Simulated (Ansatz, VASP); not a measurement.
# W: VASP beside Ansatz

```
CELL_PARAMETERS angstrom
0.00000 -1.98648 -1.98648
0.00000 1.98648 -1.98648
3.97296 0.00000 0.00000
ATOMIC_POSITIONS crystal
W 0.52034 0.47966 0.48288
W 0.97966 0.02034 0.01712
```

Change from the starting cell: mode 4 frozen in at -0.081 Å and mode 6 at -0.068 Å (largest displacements).

Alike in both runs: task single point; functional LDA; k mesh 16 × 16 × 12; occupations gaussian, width 0.15 eV; no spin polarisation.

|  | VASP | Ansatz |
| --- | --- | --- |
| version | VASP 6.6.1 | Ansatz 0.2.0 |
| potentials or method | VASP PAW LDA potentials, release 64 (W_sv), cutoff 500 eV | scalar-relativistic, plane waves, PAW |
| valence electrons in the cell | 28 | 28 |

|  | VASP | Ansatz | Ansatz less VASP |
| --- | --- | --- | --- |
| gap on the k mesh at the Fermi level (eV) | none | none | - |
| pressure (GPa) | 5.8 | 4.1 | -1.73 |
| traceless stress, the component that is largest in VASP (GPa) | -4.62 | -4.65 | -0.034 |
| rms of the force components (eV/Å) | 1.129 | 1.101 | -0.0281 |

Ansatz warns that its potentials were made for another functional, while VASP's fit it. LDA's correlation is that of Perdew and Zunger in VASP and of Perdew and Wang (1992) in Ansatz. Atom by atom the forces differ by 0.029 eV/Å (rms over components). A gap of «none» marks a metal or a gap that the smearing closes.

Spin-orbit coupling is off throughout.
